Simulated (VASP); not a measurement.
# Y2AlN3 (I4/mmm) in VASP: single point with PBE

Aim: the single point of Y2AlN3 with PBE.

All numbers are computed with VASP 6.6.1; they aren't measurements. Logs are shortened: lines on timing, memory, paths and dates and some standing lists are left out, and cuts for length are marked.

## (1) The cell of the first run

The structure is tetragonal, space group I4/mmm (No. 139). The conventional cell has a = 3.538 Å, b = 3.538 Å, c = 15.012 Å, α = 90.00°, β = 90.00°, γ = 90.00°. Y (site symmetry 4mm) has 6 N at 2.50 Å within 3.3 Å. Within 3.3 Å of Al (site symmetry 4/mmm) lie 6 N at 2.50 Å. N (site symmetry 4mm) has 5 Y at 2.50 Å and 1 Al at 2.50 Å within 3.3 Å. N (site symmetry 4/mmm) has 4 Al at 2.50 Å and 2 Y at 2.50 Å within 3.3 Å.

## (2) Single point, PBE

INCAR

```
PREC = Accurate ; ENCUT = 520
EDIFF = 1E-6 ; ISMEAR = 0
SIGMA = 0.1 ; LREAL = False
LASPH = True ; NELM = 80
ALGO = Normal ; ISIF = 2
LWAVE = False ; LCHARG = True
GGA = PE ; LELF = True
LVHAR = True ; NBANDS = 29
```

KPOINTS

```
Automatic mesh
0
Gamma
  6 6 6
```

POSCAR

```
Y2AlN3
1.0
   -1.7691799200      1.7691799200      7.5059947000
    1.7691799200     -1.7691799200      7.5059947000
    1.7691799200      1.7691799200     -7.5059947000
Y Al N
2 1 3
Direct
    0.6666666700      0.6666666700      0.0000000000
    0.3333333300      0.3333333300      0.0000000000
    0.0000000000      0.0000000000      0.0000000000
    0.8333333300      0.8333333300      0.0000000000
    0.5000000000      0.5000000000      0.0000000000
    0.1666666700      0.1666666700      0.0000000000
```

Potentials or basis: VASP PAW PBE potentials, release 64 (Y_sv, Al, N).

On the command line:

```bash
$ cat potpaw_PBE.64/Y_sv/POTCAR potpaw_PBE.64/Al/POTCAR potpaw_PBE.64/N/POTCAR > POTCAR
$ mpirun -np 1 vasp_std > vasp.out
```

OUTCAR:

```text
PREC = Accurate
   ENCUT = 520
   EDIFF = 1E-6
   ISMEAR = 0
   LREAL = False
   LASPH = True
   NELM = 80
   ISIF = 2
   GGA = PE

 ion  position               nearest neighbor table
   1  0.667  0.667  0.000-   4 2.50   6 2.50   6 2.50   6 2.50   6 2.50   5 2.50   2 3.54   2 3.54
                             2 3.54   2 3.54   3 3.54   3 3.54   3 3.54   3 3.54
   2  0.333  0.333  0.000-   6 2.50   4 2.50   4 2.50   4 2.50   4 2.50   5 2.50   1 3.54   1 3.54
                             1 3.54   1 3.54   3 3.54   3 3.54   3 3.54   3 3.54
   3  0.000  0.000  0.000-   5 2.50   5 2.50   5 2.50   5 2.50   6 2.50   4 2.50   2 3.54   1 3.54
                             2 3.54   1 3.54   2 3.54   1 3.54   2 3.54   1 3.54
   4  0.833  0.833  0.000-   1 2.50   2 2.50   2 2.50   2 2.50   2 2.50   3 2.50
   5  0.500  0.500  0.000-   3 2.50   3 2.50   3 2.50   3 2.50   2 2.50   1 2.50
   6  0.167  0.167  0.000-   2 2.50   1 2.50   1 2.50   1 2.50   1 2.50   3 2.50

  LATTYP: Found a body centered tetragonal cell.
 ALAT       =     3.5383598400
 C/A-ratio  =     4.2426406807

  Lattice vectors:

 A1 = (  -1.7691799200,   1.7691799200,   7.5059947000)
 A2 = (   1.7691799200,  -1.7691799200,   7.5059947000)
 A3 = (   1.7691799200,   1.7691799200,  -7.5059947000)

Analysis of symmetry for initial positions (statically):
=====================================================================
 Subroutine PRICEL returns:
 Original cell was already a primitive cell.

 Routine SETGRP: Setting up the symmetry group for a
 body centered tetragonal supercell.

 Subroutine GETGRP returns: Found 16 space group operations
 (whereof 16 operations were pure point group operations)
 out of a pool of 16 trial point group operations.

The static configuration has the point symmetry D_4h.

Analysis of symmetry for dynamics (positions and initial velocities):
=====================================================================
 Subroutine PRICEL returns:
 Original cell was already a primitive cell.

 Routine SETGRP: Setting up the symmetry group for a
 body centered tetragonal supercell.

 Subroutine GETGRP returns: Found 16 space group operations
 (whereof 16 operations were pure point group operations)
 out of a pool of 16 trial point group operations.

The dynamic configuration has the point symmetry D_4h.

 Subroutine INISYM returns: Found 16 space group operations
 (whereof 16 operations are pure point group operations),
 and found     1 'primitive' translations

----------------------------------------------------------------------------------------

                                     Primitive cell

  volume of cell :      93.9750

  direct lattice vectors                    reciprocal lattice vectors
    -1.769179920  1.769179920  7.505994700     0.000000000  0.282616818  0.066613423
     1.769179920 -1.769179920  7.505994700     0.282616818  0.000000000  0.066613423
     1.769179920  1.769179920 -7.505994700     0.282616818  0.282616818  0.000000000

  length of vectors
     7.912013120  7.912013120  7.912013120     0.290361179  0.290361179  0.399680537

  position of ions in fractional coordinates (direct lattice)
     0.666666670  0.666666670  0.000000000
     0.333333330  0.333333330  0.000000000
     0.000000000  0.000000000  0.000000000
     0.833333330  0.833333330  0.000000000
     0.500000000  0.500000000  0.000000000
     0.166666670  0.166666670  0.000000000

  ion indices of the primitive-cell ions
   primitive index   ion index
                 1           1
                 2           2
                 3           3
                 4           4
                 5           5
                 6           6

----------------------------------------------------------------------------------------

 KPOINTS: Automatic mesh

Automatic generation of k-mesh.
 Grid dimensions read from file:
 generate k-points for:    6    6    6

 Generating k-lattice:

  Cartesian coordinates                     Fractional coordinates (reciprocal lattice)
     0.000000000  0.047102803  0.011102237     0.166666667  0.000000000  0.000000000
     0.047102803  0.000000000  0.011102237     0.000000000  0.166666667  0.000000000
     0.047102803  0.047102803  0.000000000     0.000000000  0.000000000  0.166666667

  Length of vectors
     0.048393530  0.048393530  0.066613423

  Shift w.r.t. Gamma in fractional coordinates (k-lattice)
     0.000000000  0.000000000  0.000000000

 Subroutine IBZKPT returns following result:
 ===========================================

 Found     30 irreducible k-points:

 Following reciprocal coordinates:
            Coordinates               Weight
  0.000000  0.000000  0.000000      1.000000
  0.166667  0.000000  0.000000      8.000000
  0.333333  0.000000 -0.000000      8.000000
  0.500000  0.000000  0.000000      4.000000
  0.166667  0.166667  0.000000      8.000000
  0.333333  0.166667 -0.000000     16.000000
[... 16 lines left out ...]
 -0.333333 -0.333333  0.166667      8.000000
 -0.166667 -0.333333  0.166667      8.000000
 [... further k-points ...]
   k-points           NKPTS =     30   k-points in BZ     NKDIM =     30   number of bands    NBANDS=     29
   number of dos      NEDOS =    301   number of ions     NIONS =      6
   total plane-waves  NPLWV = 216000
   dimension x,y,z NGX =    60 NGY =   60 NGZ =   60
   dimension x,y,z NGXF=   120 NGYF=  120 NGZF=  120
   ions per type =               2   1   3
   NGX,Y,Z   is equivalent  to a cutoff of  12.61, 12.61, 12.61 a.u.
   NGXF,Y,Z  is equivalent  to a cutoff of  25.21, 25.21, 25.21 a.u.
 SYSTEM =  unknown system
   PREC   = accura    normal or accurate (medium, high low for compatibility)
   ISTART =      0    job   : 0-new  1-cont  2-samecut
   ICHARG =      2    charge: 1-file 2-atom 10-const
   ISPIN  =      1    spin polarized calculation?
   LNONCOLLINEAR =      F non collinear calculations
   LSORBIT =      F    spin-orbit coupling
   LASPH  =      T    aspherical Exc in radial PAW
   ENCUT  =  520.0 eV  38.22 Ry    6.18 a.u.  14.71 14.71 14.71*2*pi/ulx,y,z
   NELM   =     80;   NELMIN=  2; NELMDL= -5     # of ELM steps
   EDIFF  = 0.1E-05   stopping-criterion for ELM
   LREAL  =      F    real-space projection
   EDIFFG = 0.1E-04   stopping-criterion for IOM
   NSW    =      0    number of steps for IOM
   IBRION =     -1    ionic relax: 0-MD 1-quasi-New 2-CG
   NFREE  =      0    steps in history (QN), initial steepest desc. (CG)
   ISIF   =      2    stress and relaxation
   ISYM   =      2    0-nonsym 1-usesym 2-fastsym
   POTIM  = 0.5000    time-step for ionic-motion
   TEBEG  =    0.0;   TEEND  =   0.0 temperature during run
   PSTRESS=    0.0 pullay stress
   NELECT =      40.0000    total number of electrons
   NUPDOWN=      -1.0000    fix difference up-down
   EMIN   =  10.00;   EMAX   =-10.00  energy-range for DOS
   EFERMI =   0.00;   METHOD = LEGACY
   ISMEAR =     0;   SIGMA  =   0.10  broadening in eV -4-tet -1-fermi 0-gaus
   EFERMI_NEDOS =   21; number of points for ismear=-14 and -15
   IALGO  =     38    algorithm
   IMIX   =      4    mixing-type and parameters
     AMIX     =   0.40;   BMIX     =  1.00
     AMIX_MAG =   1.60;   BMIX_MAG =  1.00
  volume/ion in A,a.u.               =      15.66       105.70
  Fermi-wavevector in a.u.,A,eV,Ry     =   1.231471  2.327142 20.633508  1.516520
  Thomas-Fermi vector in A             =   2.366279
   LORBIT       =      0    0 simple, 1 ext, 2 COOP (PROOUT), +10 PAW based schemes
   GGA     = PE    functional components
   LHFCALC =     F    Hartree Fock is set to
   AEXX    =    0.0000 exact exchange contribution
   IVDW    =     0    specifies the selected vdW correction
   LEPSILON=     F    determine dielectric tensor
   LRPA    =     F    only Hartree local field effects (RPA)
 non-spin polarized calculation
 Gauss-broadening in eV      SIGMA  =   0.10
  energy-cutoff  :      520.00
  volume of cell :       93.97
 maximum number of plane-waves:      2568
   NGX = 29   NGY = 29   NGZ = 29

 number of electron      40.0000002 magnetization

 Free energy of the ion-electron system (eV)
  ---------------------------------------------------
  ext. energy  EPLUGINS =         0.00000000
  ---------------------------------------------------
  free energy    TOTEN  =       -47.81840250 eV

  energy without entropy =      -47.81838783  energy(sigma->0) =      -47.81839517

 E-fermi :   3.9936     XC(G=0): -10.4773

 val. band max:        3.7896142422   @ k =   0.0000   0.0000   0.0000
 cond. band min:       4.1841384483   @ k =   0.0000   0.0000   0.0000
 fundamental gap:      0.3945242061
 Fermi energy:         3.9936269881

 k-point     1 :       0.0000    0.0000    0.0000
  band No.  band energies     occupation
      1     -37.4455      2.00000
      2     -37.3879      2.00000
      3     -17.6946      2.00000
      4     -17.3363      2.00000
      5     -17.3363      2.00000
      6     -17.3349      2.00000
[... 21 lines left out ...]
     28       9.0754      0.00000
     29       9.7287      0.00000

 k-point     2 :       0.1667    0.0000    0.0000
  band No.  band energies     occupation
      1     -37.4345      2.00000
      2     -37.3845      2.00000
      3     -17.6863      2.00000
      4     -17.5112      2.00000
      5     -17.3171      2.00000
      6     -17.3137      2.00000
[... 21 lines left out ...]
     28       9.9261      0.00000
     29      10.0962      0.00000

 k-point     3 :       0.3333    0.0000   -0.0000
  band No.  band energies     occupation
      1     -37.4095      2.00000
      2     -37.3806      2.00000
      3     -17.7547      2.00000
      4     -17.7428      2.00000
      5     -17.4229      2.00000
      6     -17.3097      2.00000
[... 21 lines left out ...]
     28       9.7219      0.00000
     29       9.9402      0.00000

 k-point     4 :       0.5000    0.0000    0.0000
  band No.  band energies     occupation
      1     -37.3879      2.00000
      2     -37.3877      2.00000
      3     -17.8461      2.00000
      4     -17.8429      2.00000
      5     -17.3832      2.00000
      6     -17.3610      2.00000
[... 21 lines left out ...]
     28       9.4641      0.00000
     29       9.7276      0.00000

 k-point     5 :       0.1667    0.1667    0.0000
  band No.  band energies     occupation
      1     -37.4240      2.00000
      2     -37.3807      2.00000
      3     -17.6723      2.00000
      4     -17.5139      2.00000
      5     -17.4299      2.00000
      6     -17.3304      2.00000
[... 21 lines left out ...]
     28       9.5835      0.00000
     29       9.8254      0.00000
[... 510 lines left out ...]
     28       9.3993      0.00000
     29       9.6585      0.00000

 k-point    22 :      -0.1667    0.5000    0.1667
  band No.  band energies     occupation
      1     -37.4094      2.00000
      2     -37.3807      2.00000
      3     -17.7508      2.00000
      4     -17.7450      2.00000
      5     -17.4138      2.00000
      6     -17.3214      2.00000
[... 21 lines left out ...]
     28       9.5349      0.00000
     29       9.7076      0.00000

 k-point    23 :      -0.3333   -0.3333    0.1667
  band No.  band energies     occupation
      1     -37.4239      2.00000
      2     -37.3808      2.00000
      3     -17.6613      2.00000
      4     -17.5209      2.00000
      5     -17.4303      2.00000
      6     -17.3270      2.00000
[... 21 lines left out ...]
     28       9.4576      0.00000
     29       9.7142      0.00000

 k-point    24 :      -0.1667   -0.3333    0.1667
  band No.  band energies     occupation
      1     -37.4344      2.00000
      2     -37.3846      2.00000
      3     -17.6760      2.00000
      4     -17.5155      2.00000
      5     -17.3160      2.00000
      6     -17.3139      2.00000
[... 21 lines left out ...]
     28       9.9230      0.00000
     29       9.9775      0.00000

 [... further k-points ...]

------------------------ aborting loop because EDIFF is reached ----------------------------------------

  FORCE on cell =-STRESS in cart. coord.  units (eV):
  Direction    XX          YY          ZZ          XY          YZ          ZX
  --------------------------------------------------------------------------------------
  -------------------------------------------------------------------------------------
  Total      -11.1602552    -11.1602552    -12.7941124      0.0000000     -0.0000000      0.0000000
  in kB     -190.2709380   -190.2709380   -218.1265331      0.0000000     -0.0000000      0.0000000
  external PRESSURE =    -199.5561364 kB  Pullay stress =       0.0000000 kB

 VOLUME and BASIS-vectors are now :
 -----------------------------------------------------------------------------
  energy-cutoff  :      520.00
  volume of cell :       93.97
      direct lattice vectors                 reciprocal lattice vectors
    -1.769179920  1.769179920  7.505994700     0.000000000  0.282616818  0.066613423
     1.769179920 -1.769179920  7.505994700     0.282616818  0.000000000  0.066613423
     1.769179920  1.769179920 -7.505994700     0.282616818  0.282616818  0.000000000

 POSITION                                       TOTAL-FORCE (eV/Angst)
 -----------------------------------------------------------------------------------
      0.00000      0.00000     10.00799         0.000000      0.000000     -1.103562
      0.00000      0.00000      5.00400         0.000000      0.000000      1.103562
      0.00000      0.00000      0.00000        -0.000000     -0.000000     -0.000000
      0.00000      0.00000     12.50999        -0.000000     -0.000000      0.284051
      0.00000      0.00000      7.50599        -0.000000     -0.000000     -0.000000
      0.00000      0.00000      2.50200        -0.000000     -0.000000     -0.284051
 -----------------------------------------------------------------------------------
    total drift:                               -0.000000     -0.000000     -0.000000

  FREE ENERGIE OF THE ION-ELECTRON SYSTEM (eV)
  ---------------------------------------------------
  free  energy   TOTEN  =       -47.8184025044 eV

  energy  without entropy=      -47.8183878315  energy(sigma->0) =      -47.81839517
```

Wall time 6.8 min (1 thread of AMD EPYC 7R43 (Zen 3), shared host); peak memory 0.5 GiB.

Results:

* Free energy: -47.8184 eV
* Pressure: -20.0 GPa
* Largest force: 1.104 eV/Å
* Band gap on the k mesh: 0.39 eV

Forces in eV/Å, atoms in the order of the input:
```
Y    0.000  0.000 -1.104
Y    0.000  0.000  1.104
Al   0.000  0.000  0.000
N    0.000  0.000  0.284
N    0.000  0.000  0.000
N    0.000  0.000 -0.284
```

Stress tensor (GPa, compression positive):
```
-19.03   0.00   0.00
  0.00 -19.03   0.00
  0.00   0.00 -21.81
```

Caveat: the cell stands under tension; forces of over 1 eV/Å act on the atoms, so gaps and moduli don't describe the material at rest.
